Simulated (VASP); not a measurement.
Write the native input for VASP 6.6.1 that does the following.

```
Task                   : single point
Functional             : r2SCAN
Potentials or basis    : VASP PAW PBE potentials, release 64 (Ca_sv, Se)
Cutoff                 : 520 eV
k mesh                 : 8 × 8 × 8
Occupations            : gaussian, width 0.01 eV
Spin                   : no spin polarisation
Dipole correction      : no
Further INCAR settings : ALGO = Normal; EDIFF = 1e-06; NBANDS = 15
```

CaSe:

```
Ca Se
1.0
     0.00000    3.10464    3.10464
     3.10464    0.00000    3.10464
     3.10464    3.10464    0.00000
Ca Se
1 1
Direct
  0.00000 0.00000 0.00000
  0.50000 0.50000 0.50000
```

This cell differs from its parent crystal: strain +4.6%.

These files were run (other wordings do the same):

POSCAR

```
CaSe
1.0
    0.0000000000      3.1046352338      3.1046352338
    3.1046352338      0.0000000000      3.1046352338
    3.1046352338      3.1046352338      0.0000000000
Ca Se
1 1
Direct
    0.0000000000      0.0000000000      0.0000000000
    0.5000000000      0.5000000000      0.5000000000
```

INCAR.step1

```
SYSTEM = CaSe
ALGO     = Normal         ! electronic algorithm
EDIFF    = 1E-4           ! SCF threshold, eV
ENCUT    = 520            ! plane-wave cutoff, eV
GGA      = PE             ! functional
ISMEAR   = 0              ! smearing method
LASPH    = .TRUE.         ! aspherical terms in the spheres
LCHARG   = .FALSE.        ! write CHGCAR
LREAL    = .FALSE.        ! projectors in reciprocal space
LWAVE    = .TRUE.         ! write WAVECAR
NBANDS   = 15             ! bands
NELM     = 80             ! most SCF steps
PREC     = Accurate       ! precision mode
SIGMA    = 0.01           ! smearing width, eV
```

INCAR.step2

```
SYSTEM = CaSe
ALGO     = Normal         ! electronic algorithm
EDIFF    = 1E-6           ! SCF threshold, eV
ENCUT    = 520            ! plane-wave cutoff, eV
ISIF     = 2              ! what is computed and relaxed
ISMEAR   = 0              ! smearing method
ISTART   = 1            
LASPH    = .TRUE.         ! aspherical terms in the spheres
LCHARG   = .TRUE.         ! write CHGCAR
LELF     = .TRUE.         ! ELF
LMIXTAU  = .TRUE.       
LREAL    = .FALSE.        ! projectors in reciprocal space
LVHAR    = .TRUE.       
LWAVE    = .FALSE.        ! write WAVECAR
METAGGA  = R2SCAN         ! meta-GGA
NBANDS   = 15             ! bands
NELM     = 80             ! most SCF steps
PREC     = Accurate       ! precision mode
SIGMA    = 0.01           ! smearing width, eV
```

KPOINTS

```
k-points
0
G
  8 8 8
  0 0 0
```

Potentials or basis: VASP PAW PBE potentials, release 64 (Ca_sv, Se).

The run is started by

```sh
$ cat potpaw_PBE.64/Ca_sv/POTCAR potpaw_PBE.64/Se/POTCAR > POTCAR
$ cp INCAR.step1 INCAR
$ mpirun -np 1 vasp_std > vasp.out
$ cp INCAR.step2 INCAR
$ mpirun -np 1 vasp_std > vasp.out
```

It gave:

| Quantity | Value |
| --- | --- |
| Pressure | -5.2 GPa |
| Band gap on the k mesh | 2.77 eV, indirect (least direct gap 3.35 eV) |

Caveat: the cell differs from its parent crystal (strain +4.6%); the PAW data sets were made with another functional, which shifts forces and pressure a little.

Wall time 100 s on 1 thread of Intel Xeon 6975P-C (shared host), peak memory 0.23 GiB.
